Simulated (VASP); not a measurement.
# KCl (Fmmm) in VASP: notebook

KCl is run at these levels: r2SCAN; tasks: single point.

Program: VASP 6.6.1. These are calculated values, not measurements. Logs are shortened: lines on timing, memory, paths and dates and some standing lists are left out, and cuts for length are marked.

## Step 1: The cell of the first run

Symmetry: Fmmm, No. 69, orthorhombic system. Conventional cell: a = 5.933 Å, b = 6.312 Å, c = 6.691 Å, α = 90.00°, β = 90.00°, γ = 90.00°. Within 3.9 Å of K (site symmetry mmm) lie 6 Cl at 2.97 to 3.35 Å. Cl (site symmetry mmm) has 6 K at 2.97 to 3.35 Å within 3.9 Å.

## Step 2: Single point, r2SCAN (strain -0.0600 x Voigt [1, -1, 0, 0, 0, 0])

Input file POSCAR:

```
KCl
1.0
    0.0000000000      3.3454660000      3.1561000000
    2.9667340000      0.0000000000      3.1561000000
    2.9667340000      3.3454660000      0.0000000000
K Cl
1 1
Direct
    0.0000000000      0.0000000000      0.0000000000
    0.5000000000      0.5000000000      0.5000000000
```

Input file INCAR.step1:

```
SYSTEM = KCl
PREC = Accurate ; ENCUT = 550
ISMEAR = 0 ; SIGMA = 0.05
LREAL = .FALSE. ; LASPH = .TRUE.
NELM = 120 ; NBANDS = 15
GGA = PE ; ALGO = Normal
EDIFF = 1E-5 ; LWAVE = .TRUE.
LCHARG = .FALSE. ; GGA_COMPAT = .FALSE.
```

Input file INCAR.step2:

```
SYSTEM = KCl
PREC = Accurate ; ENCUT = 550
EDIFF = 1E-6 ; ISMEAR = 0
SIGMA = 0.05 ; LREAL = .FALSE.
LASPH = .TRUE. ; NELM = 120
ALGO = Normal ; ISIF = 2
LWAVE = .FALSE. ; LCHARG = .FALSE.
METAGGA = R2SCAN ; LMIXTAU = .TRUE.
NBANDS = 15 ; ISTART = 1
GGA_COMPAT = .FALSE.
```

Input file KPOINTS:

```
Automatic mesh
0
G
  6 6 6
  0 0 0
```

Potentials or basis: VASP PAW PBE potentials, release 64 (K_sv, Cl).

Run with:

```
> cat potpaw_PBE.64/K_sv/POTCAR potpaw_PBE.64/Cl/POTCAR > POTCAR
> cp INCAR.step1 INCAR
> mpirun -np 1 vasp_std > vasp.out
> cp INCAR.step2 INCAR
> mpirun -np 1 vasp_std > vasp.out
```

OUTCAR:

```text
SYSTEM = KCl
   PREC = Accurate
   ENCUT = 550
   EDIFF = 1E-6
   ISMEAR = 0
   LREAL = .FALSE.
   LASPH = .TRUE.
   NELM = 120
   ISIF = 2
   METAGGA = R2SCAN
   ISTART = 1

 ion  position               nearest neighbor table
   1  0.000  0.000  0.000-   2 2.97   2 2.97   2 3.16   2 3.16
   2  0.500  0.500  0.500-   1 2.97   1 2.97   1 3.16   1 3.16

  LATTYP: Found a face centered orthorhombic cell.
 ALAT       =     5.9334680000
 B/A-ratio  =     1.0638297872
 C/A-ratio  =     1.1276595745

  Lattice vectors:

 A1 = (   0.0000000000,   3.3454660000,  -3.1561000000)
 A2 = (   2.9667340000,   3.3454660000,   0.0000000000)
 A3 = (   2.9667340000,   0.0000000000,  -3.1561000000)

Analysis of symmetry for initial positions (statically):
=====================================================================
 Subroutine PRICEL returns:
 Original cell was already a primitive cell.

 Routine SETGRP: Setting up the symmetry group for a
 face centered orthorhombic supercell.

 Subroutine GETGRP returns: Found  8 space group operations
 (whereof  8 operations were pure point group operations)
 out of a pool of  8 trial point group operations.

The static configuration has the point symmetry D_2h.

Analysis of symmetry for dynamics (positions and initial velocities):
=====================================================================
 Subroutine PRICEL returns:
 Original cell was already a primitive cell.

 Routine SETGRP: Setting up the symmetry group for a
 face centered orthorhombic supercell.

 Subroutine GETGRP returns: Found  8 space group operations
 (whereof  8 operations were pure point group operations)
 out of a pool of  8 trial point group operations.

The dynamic configuration has the point symmetry D_2h.

 Subroutine INISYM returns: Found  8 space group operations
 (whereof  8 operations are pure point group operations),
 and found     1 'primitive' translations

----------------------------------------------------------------------------------------

                                     Primitive cell

  volume of cell :      62.6493

  direct lattice vectors                    reciprocal lattice vectors
     0.000000000  3.345466000  3.156100000    -0.168535501  0.149456010  0.158423371
     2.966734000  0.000000000  3.156100000     0.168535501 -0.149456010  0.158423371
     2.966734000  3.345466000  0.000000000     0.168535501  0.149456010 -0.158423371

  length of vectors
     4.599251022  4.331567596  4.471426325     0.275389321  0.275389321  0.275389321

  position of ions in fractional coordinates (direct lattice)
     0.000000000  0.000000000  0.000000000
     0.500000000  0.500000000  0.500000000

  ion indices of the primitive-cell ions
   primitive index   ion index
                 1           1
                 2           2

----------------------------------------------------------------------------------------

 KPOINTS: Automatic mesh

Automatic generation of k-mesh.
 Grid dimensions read from file:
 generate k-points for:    6    6    6

 Generating k-lattice:

  Cartesian coordinates                     Fractional coordinates (reciprocal lattice)
    -0.028089250  0.024909335  0.026403895     0.166666667  0.000000000  0.000000000
     0.028089250 -0.024909335  0.026403895     0.000000000  0.166666667  0.000000000
     0.028089250  0.024909335 -0.026403895     0.000000000  0.000000000  0.166666667

  Length of vectors
     0.045898220  0.045898220  0.045898220

  Shift w.r.t. Gamma in fractional coordinates (k-lattice)
     0.000000000  0.000000000  0.000000000

 Subroutine IBZKPT returns following result:
 ===========================================

 Found     46 irreducible k-points:

 Following reciprocal coordinates:
            Coordinates               Weight
  0.000000  0.000000  0.000000      1.000000
  0.166667  0.000000  0.000000      8.000000
  0.333333 -0.000000  0.000000      8.000000
  0.500000  0.000000  0.000000      4.000000
  0.166667  0.166667  0.000000      2.000000
  0.333333  0.166667 -0.000000      8.000000
[... 16 lines left out ...]
 -0.166667  0.166667  0.166667      8.000000
  0.500000  0.333333  0.166667      4.000000
 [... further k-points ...]
   k-points           NKPTS =     46   k-points in BZ     NKDIM =     46   number of bands    NBANDS=     15
   number of dos      NEDOS =    301   number of ions     NIONS =      2
   total plane-waves  NPLWV =  46656
   dimension x,y,z NGX =    36 NGY =   36 NGZ =   36
   dimension x,y,z NGXF=    72 NGYF=   72 NGZF=   72
   ions per type =               1   1
   NGX,Y,Z   is equivalent  to a cutoff of  13.01, 13.82, 13.38 a.u.
   NGXF,Y,Z  is equivalent  to a cutoff of  26.03, 27.63, 26.77 a.u.
 SYSTEM =  KCl
   PREC   = accura    normal or accurate (medium, high low for compatibility)
   ISTART =      1    job   : 0-new  1-cont  2-samecut
   ICHARG =      0    charge: 1-file 2-atom 10-const
   ISPIN  =      1    spin polarized calculation?
[... 58 lines left out ...]
 Fermi energy:        -1.9670283806

 k-point     1 :       0.0000    0.0000    0.0000
  band No.  band energies     occupation
      1     -30.5385      2.00000
      2     -14.9627      2.00000
      3     -13.2488      2.00000
      4     -13.2374      2.00000
      5     -13.2285      2.00000
      6      -2.3263      2.00000
      7      -2.2918      2.00000
      8      -2.2250      2.00000
      9       3.4772      0.00000
     10       6.3998      0.00000
     11       6.7714      0.00000
     12       7.1669      0.00000
     13       7.5548      0.00000
     14       8.1107      0.00000
     15      11.1314      0.00000

 k-point     2 :       0.1667    0.0000    0.0000
  band No.  band energies     occupation
      1     -30.5358      2.00000
      2     -15.0180      2.00000
      3     -13.2534      2.00000
      4     -13.2310      2.00000
      5     -13.1590      2.00000
      6      -2.5876      2.00000
      7      -2.3942      2.00000
      8      -2.3481      2.00000
      9       4.0949      0.00000
     10       6.4965      0.00000
     11       6.9716      0.00000
     12       7.3513      0.00000
     13       7.9254      0.00000
     14       8.5415      0.00000
     15      12.1262      0.00000

 k-point     3 :       0.3333   -0.0000    0.0000
  band No.  band energies     occupation
      1     -30.5305      2.00000
      2     -15.1173      2.00000
      3     -13.2648      2.00000
      4     -13.2311      2.00000
      5     -13.0148      2.00000
      6      -3.1079      2.00000
      7      -2.5499      2.00000
      8      -2.5305      2.00000
      9       5.2934      0.00000
     10       6.5727      0.00000
     11       7.9583      0.00000
     12       8.2452      0.00000
     13       8.8507      0.00000
     14       9.6201      0.00000
     15      11.1352      0.00000

 k-point     4 :       0.5000    0.0000    0.0000
  band No.  band energies     occupation
      1     -30.5278      2.00000
      2     -15.1627      2.00000
      3     -13.2706      2.00000
      4     -13.2311      2.00000
      5     -12.9463      2.00000
      6      -3.3375      2.00000
      7      -2.6239      2.00000
      8      -2.6158      2.00000
      9       5.8089      0.00000
     10       6.8901      0.00000
     11       8.9980      0.00000
     12       9.1267      0.00000
     13       9.4906      0.00000
     14      10.1809      0.00000
     15      10.3946      0.00000
[... 307 lines left out ...]
 k-point    22 :      -0.3333    0.1667    0.1667
  band No.  band energies     occupation
      1     -30.5264      2.00000
      2     -15.0962      2.00000
      3     -13.2799      2.00000
      4     -13.2569      2.00000
      5     -13.0387      2.00000
      6      -3.1851      2.00000
      7      -2.6466      2.00000
      8      -2.6125      2.00000
      9       5.8253      0.00000
     10       6.5613      0.00000
     11       9.0478      0.00000
     12       9.0709      0.00000
     13       9.3277      0.00000
     14       9.7585      0.00000
     15      10.4536      0.00000

 k-point    23 :      -0.1667    0.1667    0.1667
  band No.  band energies     occupation
      1     -30.5294      2.00000
      2     -15.1057      2.00000
      3     -13.2741      2.00000
      4     -13.2590      2.00000
      5     -13.0079      2.00000
      6      -3.0489      2.00000
      7      -2.5435      2.00000
      8      -2.5163      2.00000
      9       5.1786      0.00000
     10       5.8455      0.00000
     11       8.3129      0.00000
     12       8.4565      0.00000
     13       8.5659      0.00000
     14       9.8572      0.00000
     15      11.5354      0.00000

 k-point    24 :       0.5000    0.3333    0.1667
  band No.  band energies     occupation
      1     -30.5268      2.00000
      2     -14.9698      2.00000
      3     -13.3104      2.00000
      4     -13.2734      2.00000
      5     -13.1960      2.00000
      6      -3.0045      2.00000
      7      -2.5700      2.00000
      8      -2.5187      2.00000
      9       5.7466      0.00000
     10       6.0943      0.00000
     11       8.4997      0.00000
     12       8.8803      0.00000
     13       9.0562      0.00000
     14       9.4123      0.00000
     15      10.3972      0.00000

 [... further k-points ...]
[... 5 lines left out ...]
  --------------------------------------------------------------------------------------
  -------------------------------------------------------------------------------------
  Total        1.3209791     -0.6611220     -0.0408544      0.0000000      0.0000000      0.0000000
  in kB       33.7824050    -16.9073761     -1.0447999      0.0000000      0.0000000      0.0000000
  external PRESSURE =       5.2767430 kB  Pullay stress =       0.0000000 kB

 VOLUME and BASIS-vectors are now :
 -----------------------------------------------------------------------------
  energy-cutoff  :      550.00
  volume of cell :       62.65
      direct lattice vectors                 reciprocal lattice vectors
     0.000000000  3.345466000  3.156100000    -0.168535501  0.149456010  0.158423371
     2.966734000  0.000000000  3.156100000     0.168535501 -0.149456010  0.158423371
     2.966734000  3.345466000  0.000000000     0.168535501  0.149456010 -0.158423371

 POSITION                                       TOTAL-FORCE (eV/Angst)
 -----------------------------------------------------------------------------------
      0.00000      0.00000      0.00000         0.000000     -0.000000     -0.000000
      2.96673      3.34547      3.15610         0.000000      0.000000      0.000000
 -----------------------------------------------------------------------------------
    total drift:                                0.000000      0.000000      0.000000

  FREE ENERGIE OF THE ION-ELECTRON SYSTEM (eV)
  ---------------------------------------------------
  free  energy   TOTEN  =       -16.4491675779 eV

  energy  without entropy=      -16.4491675779  energy(sigma->0) =      -16.44916758
```

Run time: 87 s. Hardware: 1 thread of Intel Xeon 6975P-C (Granite Rapids), shared host; peak memory 0.23 GiB.

Results:

| Item | Value |
| --- | --- |
| Free energy | -16.4492 eV |
| Pressure | 0.5 GPa |
| Band gap on the k mesh | 5.70 eV, direct |

Stress tensor (GPa, compression positive):
```
 3.38  0.00  0.00
 0.00 -1.69  0.00
 0.00  0.00 -0.10
```

Levels at points of the mesh, in eV from the valence-band top:
```tsv
k point	band 5	band 6	band 7	band 8	band 9	band 10	band 11	band 12
(0.00, 0.00, 0.00)	-11.00	-0.10	-0.07	0.00	5.70	8.62	9.00	9.39
(0.50, 0.00, 0.00)	-10.72	-1.11	-0.40	-0.39	8.03	9.12	11.22	11.35
(0.50, 0.50, 0.00)	-11.06	-0.74	-0.27	-0.26	7.03	9.05	10.56	11.17
(0.50, 0.00, 0.50)	-11.03	-0.80	-0.22	-0.18	7.09	9.09	10.21	10.98
(0.00, 0.50, 0.50)	-11.08	-0.59	-0.37	-0.35	6.87	9.23	10.93	11.23
```

Caveat: the cell differs from its parent crystal (strain -0.0600 x Voigt [1, -1, 0, 0, 0, 0]); the PAW data sets were made with another functional, which shifts forces and pressure a little.

## Step 3: Single point, r2SCAN (strain +0.0450 x Voigt [1, -1, 0, 0, 0, 0])

Input file POSCAR:

```
KCl
1.0
    0.0000000000      3.0140755000      3.1561000000
    3.2981245000      0.0000000000      3.1561000000
    3.2981245000      3.0140755000      0.0000000000
K Cl
1 1
Direct
    0.0000000000      0.0000000000      0.0000000000
    0.5000000000      0.5000000000      0.5000000000
```

Input file INCAR.step1:

```
  PREC = Accurate
  ENCUT = 550
  ISMEAR = 0
  SIGMA = 0.05
  LREAL = F
  LASPH = T
  NELM = 120
  NBANDS = 15
  GGA = PE
  ALGO = Normal
  EDIFF = 1E-5
  LWAVE = T
  LCHARG = F
  GGA_COMPAT = F
```

Input file INCAR.step2:

```
  PREC = Accurate
  ENCUT = 550
  EDIFF = 1E-6
  ISMEAR = 0
  SIGMA = 0.05
  LREAL = F
  LASPH = T
  NELM = 120
  ALGO = Normal
  ISIF = 2
  LWAVE = F
  LCHARG = F
  METAGGA = R2SCAN
  LMIXTAU = T
  NBANDS = 15
  ISTART = 1
  GGA_COMPAT = F
```

Input file KPOINTS:

```
Automatic mesh
0
Gamma
  6 6 6
```

Potentials or basis: VASP PAW PBE potentials, release 64 (K_sv, Cl).

Run with:

```
> cat potpaw_PBE.64/K_sv/POTCAR potpaw_PBE.64/Cl/POTCAR > POTCAR
> cp INCAR.step1 INCAR
> mpirun -np 1 vasp_std > vasp.out
> cp INCAR.step2 INCAR
> mpirun -np 1 vasp_std > vasp.out
```

Run time: 83 s. Hardware: 1 thread of Intel Xeon 6975P-C (Granite Rapids), shared host; peak memory 0.23 GiB.

The run converged. Its results:

```yaml
Free_energy: -16.4752 eV
Pressure: 0.2 GPa
Band_gap_on_the_k_mesh: 5.74 eV, direct
```

Stress tensor (GPa, compression positive):
```
-1.44  0.00  0.00
 0.00  2.22  0.00
 0.00  0.00 -0.14
```

Levels at points of the mesh, in eV from the valence-band top:
```csv
k point,band 4,band 5,band 6,band 7,band 8,band 9,band 10,band 11,band 12,band 13
"(0.00, 0.00, 0.00)",-11.00,-11.00,-0.07,-0.04,0.00,5.74,8.72,9.00,9.30,9.85
"(0.50, 0.00, 0.00)",-11.00,-10.75,-1.08,-0.37,-0.36,8.06,9.15,11.23,11.33,11.81
"(0.50, 0.50, 0.00)",-11.07,-11.05,-0.71,-0.26,-0.25,7.03,9.10,10.59,11.13,11.53
"(0.50, 0.00, 0.50)",-11.08,-11.07,-0.61,-0.33,-0.31,6.92,9.21,10.86,11.19,11.57
"(0.00, 0.50, 0.50)",-11.05,-11.04,-0.77,-0.22,-0.20,7.08,9.12,10.32,11.00,11.50
```

Caveat: the cell differs from its parent crystal (strain +0.0450 x Voigt [1, -1, 0, 0, 0, 0]); the PAW data sets were made with another functional, which shifts forces and pressure a little.

## Step 4: Single point, r2SCAN (strain -0.0300 x Voigt [1, -1, 0, 0, 0, 0])

Input file POSCAR:

```
KCl
1.0
    0.0000000000      3.2507830000      3.1561000000
    3.0614170000      0.0000000000      3.1561000000
    3.0614170000      3.2507830000      0.0000000000
K Cl
1 1
Direct
    0.0000000000      0.0000000000      0.0000000000
    0.5000000000      0.5000000000      0.5000000000
```

Input file INCAR.step1:

```
  PREC = Accurate
  ENCUT = 550
  ISMEAR = 0
  SIGMA = 0.05
  LREAL = False
  LASPH = True
  NELM = 120
  NBANDS = 15
  GGA = PE
  ALGO = Normal
  EDIFF = 1E-5
  LWAVE = True
  LCHARG = False
  GGA_COMPAT = False
```

Input file INCAR.step2:

```
  PREC = Accurate
  ENCUT = 550
  EDIFF = 1E-6
  ISMEAR = 0
  SIGMA = 0.05
  LREAL = False
  LASPH = True
  NELM = 120
  ALGO = Normal
  ISIF = 2
  LWAVE = False
  LCHARG = False
  METAGGA = R2SCAN
  LMIXTAU = True
  NBANDS = 15
  ISTART = 1
  GGA_COMPAT = False
```

Input file KPOINTS:

```
regular mesh
0
Gamma
  6 6 6
```

Run with:

```
> cat potpaw_PBE.64/K_sv/POTCAR potpaw_PBE.64/Cl/POTCAR > POTCAR
> cp INCAR.step1 INCAR
> mpirun -np 1 vasp_std > vasp.out
> cp INCAR.step2 INCAR
> mpirun -np 1 vasp_std > vasp.out
```

Run time: 90 s. Hardware: 1 thread of Intel Xeon 6975P-C (Granite Rapids), shared host; peak memory 0.23 GiB.

The run converged. Its results:

```
Free energy            : -16.4931 eV
Pressure               : 0.0 GPa
Band gap on the k mesh : 5.76 eV, direct
```

Stress tensor (GPa, compression positive):
```
 1.26  0.00  0.00
 0.00 -1.12  0.00
 0.00  0.00 -0.16
```

Levels at points of the mesh, in eV from the valence-band top:
| k point | band 4 | band 5 | band 6 | band 7 | band 8 | band 9 | band 10 | band 11 | band 12 | band 13 |
| --- | --- | --- | --- | --- | --- | --- | --- | --- | --- | --- |
| (0.00, 0.00, 0.00) | -11.00 | -11.00 | -0.04 | -0.03 | 0.00 | 5.76 | 8.82 | 9.01 | 9.21 | 9.92 |
| (0.50, 0.00, 0.00) | -11.00 | -10.76 | -1.06 | -0.35 | -0.34 | 8.08 | 9.17 | 11.25 | 11.32 | 11.92 |
| (0.50, 0.50, 0.00) | -11.06 | -11.05 | -0.69 | -0.25 | -0.24 | 7.03 | 9.13 | 10.61 | 11.10 | 11.52 |
| (0.50, 0.00, 0.50) | -11.05 | -11.04 | -0.73 | -0.21 | -0.21 | 7.07 | 9.13 | 10.43 | 11.02 | 11.50 |
| (0.00, 0.50, 0.50) | -11.06 | -11.06 | -0.63 | -0.29 | -0.28 | 6.96 | 9.19 | 10.79 | 11.16 | 11.55 |

Caveat: the cell differs from its parent crystal (strain -0.0300 x Voigt [1, -1, 0, 0, 0, 0]); the PAW data sets were made with another functional, which shifts forces and pressure a little.

## Step 5: Summary

```csv
cell,gap on the mesh (eV),pressure (GPa)
"a = 4.599, b = 4.332, c = 4.471 Å, angles 63.0, 57.0, 60.0°, 2 atoms",5.70,0.5
"a = 4.364, b = 4.565, c = 4.468 Å, angles 57.8, 62.2, 60.0°, 2 atoms",5.74,0.2
"a = 4.531, b = 4.397, c = 4.465 Å, angles 61.5, 58.5, 60.0°, 2 atoms",5.76,0.0
```

Alike in all rows: task single point; level r2SCAN; potentials or basis VASP PAW PBE potentials, release 64 (K_sv, Cl); no spin polarisation; k mesh 6 × 6 × 6; cutoff (eV) 550; smearing gaussian 0.05 eV.

Caveats: the PAW data sets were made with another functional, which shifts forces and pressure a little.

Total energies depend on the potentials used, so only differences within one code and one set of settings carry meaning.
